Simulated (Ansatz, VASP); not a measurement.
**Two plane-wave programs on ZrTi3O8**

The input INCAR:

```
SYSTEM = ZrTi3O8
ALGO     = Normal         ! electronic algorithm
EDIFF    = 1E-7           ! SCF threshold, eV
ENCUT    = 520            ! plane-wave cutoff, eV
GGA      = PE             ! functional
ISIF     = 2              ! what is computed and relaxed
ISMEAR   = 0              ! smearing method
LASPH    = .TRUE.         ! aspherical terms in the spheres
LCHARG   = .TRUE.         ! write CHGCAR
LELF     = .TRUE.         ! ELF
LREAL    = .FALSE.        ! projectors in reciprocal space
LVHAR    = .TRUE.       
LWAVE    = .FALSE.        ! write WAVECAR
NBANDS   = 60             ! bands
NELM     = 60             ! most SCF steps
PREC     = Accurate       ! precision mode
SIGMA    = 0.02           ! smearing width, eV
```

Contents of KPOINTS:

```
k-points
0
G
  6 6 6
  0 0 0
```

Contents of POSCAR:

```
ZrTi3O8
1.0
    4.9093609528      0.0000000000      0.0000000000
    0.0000000000      4.9093609528      0.0000000000
    0.0000000000      0.0000000000      4.9093609528
Zr Ti O
1 3 8
Direct
    0.5000000000      0.5000000000      0.5000000000
    0.0000000000      0.0000000000      0.5000000000
    0.5000000000      0.0000000000      0.0000000000
    0.0000000000      0.5000000000      0.0000000000
    0.2451373822      0.2451373822      0.7548626178
    0.7548626178      0.2451373822      0.2451373822
    0.2451373822      0.7548626178      0.2451373822
    0.7548626178      0.7548626178      0.7548626178
    0.7548626178      0.7548626178      0.2451373822
    0.2451373822      0.7548626178      0.7548626178
    0.7548626178      0.2451373822      0.7548626178
    0.2451373822      0.2451373822      0.2451373822
```

Input for Ansatz:

```yaml
crystal:
  lattice:
    - [4.9093609528, 0.0, 0.0]
    - [0.0, 4.9093609528, 0.0]
    - [0.0, 0.0, 4.9093609528]
  atoms:
    - { symbol: Zr, position: [0.5, 0.5, 0.5] }
    - { symbol: Ti, position: [0.0, 0.0, 0.5] }
    - { symbol: Ti, position: [0.5, 0.0, 0.0] }
    - { symbol: Ti, position: [0.0, 0.5, 0.0] }
    - { symbol: O, position: [0.2451373822, 0.2451373822, 0.7548626178] }
    - { symbol: O, position: [0.7548626178, 0.2451373822, 0.2451373822] }
    - { symbol: O, position: [0.2451373822, 0.7548626178, 0.2451373822] }
    - { symbol: O, position: [0.7548626178, 0.7548626178, 0.7548626178] }
    - { symbol: O, position: [0.7548626178, 0.7548626178, 0.2451373822] }
    - { symbol: O, position: [0.2451373822, 0.7548626178, 0.7548626178] }
    - { symbol: O, position: [0.7548626178, 0.2451373822, 0.7548626178] }
    - { symbol: O, position: [0.2451373822, 0.2451373822, 0.2451373822] }
basis:
  ecutwfc: 420
kpoints:
  mp_grid: { grid: [6, 6, 6] }
  band_path:
    path:
      - [[0.0, 0.0, 0.0], [0.0, 0.5, 0.0], [0.5, 0.5, 0.0], [0.0, 0.0, 0.0], [0.5, 0.5, 0.5], [0.0, 0.5, 0.0]]
      - [[0.5, 0.5, 0.5], [0.5, 0.5, 0.0]]
    npoints: 10
hamiltonian:
  xc: pbe
scf:
  occupations: { method: gaussian, width: 0.02 }
  n_extra_bands: 30
output:
  forces: true
  stress: true
  eigenvalues: true
  populations: true
  dos: { projected: true, de: 0.02, nscf_kmesh: { grid: [9, 9, 9] } }
  bader: false
  write_density: true
  write_potential: true
  elf: true
  volumetric_format: npy
```

Alike in both runs: task single point; functional PBE; k mesh 6 × 6 × 6; occupations gaussian, width 0.02 eV; no spin polarisation.

|  | VASP | Ansatz |
| --- | --- | --- |
| version | VASP 6.6.1 | Ansatz 0.2.0 |
| potentials or method | VASP PAW PBE potentials, release 64 (Zr_sv, Ti_sv, O), cutoff 520 eV | scalar-relativistic, plane waves, PAW |
| valence electrons in the cell | 96 | 96 |

VASP gave:

- gap on the k mesh at the Fermi level (eV): 1.25
- least direct gap on the mesh (eV): 1.25
- pressure (GPa): 0.7
- rms of the force components (eV/Å): 0.005

Problem. Which values does Ansatz return?

Solution. gap on the k mesh at the Fermi level (eV): 1.27; least direct gap on the mesh (eV): 1.27; pressure (GPa): 0.0; rms of the force components (eV/Å): 0.000.

Atom by atom the forces differ by 0.005 eV/Å (rms over components). With one functional, cell and mesh, what is left measures potentials, basis and numerics.
